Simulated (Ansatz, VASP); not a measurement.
## ZnSn2N2 in VASP and in Ansatz

```
CELL_PARAMETERS angstrom
-3.11122 4.80991 2.94043
3.11122 -4.80991 2.94043
3.11122 4.80991 -2.94043
ATOMIC_POSITIONS crystal
Zn 0.25000 0.25000 0.00000
Zn 0.75000 0.75000 0.00000
Sn 0.66170 0.05368 0.71539
Sn 0.16170 0.44632 0.60802
Sn 0.83830 0.55368 0.39198
Sn 0.33830 0.94632 0.28461
N 0.36333 0.60779 0.97112
N 0.86333 0.89221 0.75555
N 0.13667 0.10779 0.24445
N 0.63667 0.39221 0.02888
```

Alike in both runs: functional PBE; k mesh 3 × 3 × 3; occupations gaussian, width 0.15 eV; no spin polarisation.

Ansatz relaxed the structure, and its values are those at the end. VASP's run is a single point on that final structure, the one shown.

|  | VASP | Ansatz |
| --- | --- | --- |
| version | VASP 6.6.1 | Ansatz 0.2.0 |
| potentials or method | VASP PAW PBE potentials, release 64 (Zn, Sn_d, N), cutoff 520 eV | scalar-relativistic, plane waves, PAW |
| valence electrons in the cell | 100 | 100 |

Ansatz gave:

| Item | Value |
| --- | --- |
| gap on the k mesh at the Fermi level (eV) | none |
| pressure (GPa) | -0.2 |
| rms of the force components (eV/Å) | 0.037 |

Problem. Which values does VASP return?

Solution. gap on the k mesh at the Fermi level (eV): none; pressure (GPa): 0.0; rms of the force components (eV/Å): 0.048.

A gap of «none» marks a metal or a gap that the smearing closes.

The k mesh is coarse, so the values compare programs but aren't converged.
